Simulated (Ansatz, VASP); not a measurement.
# One calculation of In, two programs

File INCAR:

```
SYSTEM = In
PREC = Accurate ; ENCUT = 520
EDIFF = 1E-6 ; ISMEAR = -1
SIGMA = 0.1 ; LREAL = .False.
LASPH = .True. ; NELM = 60
ALGO = Normal ; ISIF = 2
LWAVE = .False. ; LCHARG = .False.
GGA = PE ; NBANDS = 12
```

File KPOINTS:

```
Automatic mesh
0
Gamma
  8 8 8
  0 0 0
```

File POSCAR:

```
In
1.0
   -1.6191072326      1.6191072326      2.6972955536
    1.6191072326     -1.6191072326      2.6972955536
    1.6191072326      1.6191072326     -2.6972955536
In
1
Direct
    0.0000000000      0.0000000000      0.0000000000
```

Input for Ansatz:

```yaml
crystal:
  lattice:
    - [-1.6191072326004, 1.6191072326003995, 2.6972955535645]
    - [1.6191072326004, -1.6191072326003995, 2.6972955535645]
    - [1.6191072326004, 1.6191072326004001, -2.6972955535645]
  atoms:
    - { symbol: In, position: [-2.7655621400008438e-33, -2.033426393717099e-33, -4.4837904111767106e-33] }
kpoints:
  mp_grid:
    grid: [8, 8, 8]
hamiltonian:
  xc: pbe
scf:
  occupations:
    method: fermi_dirac
    width: 0.1
output:
  forces: true
  stress: true
```

Alike in both runs: task single point; functional PBE; k mesh 8 × 8 × 8; occupations fermi-dirac, width 0.1 eV; no spin polarisation.

|  | VASP | Ansatz |
| --- | --- | --- |
| version | VASP 6.6.1 | Ansatz 0.2.0 |
| potentials or method | VASP PAW PBE potentials, release 64 (In_d) | plane waves, PAW |
| plane-wave cutoff (eV) | 520 | 420 |
| valence electrons in the cell | 13 | 13 |

|  | VASP | Ansatz | Ansatz less VASP |
| --- | --- | --- | --- |
| pressure (GPa) | -1.1 | -1.1 | +0.03 |
| traceless stress, the component that is largest in VASP (GPa) | 0.60 | 0.60 | -0.001 |
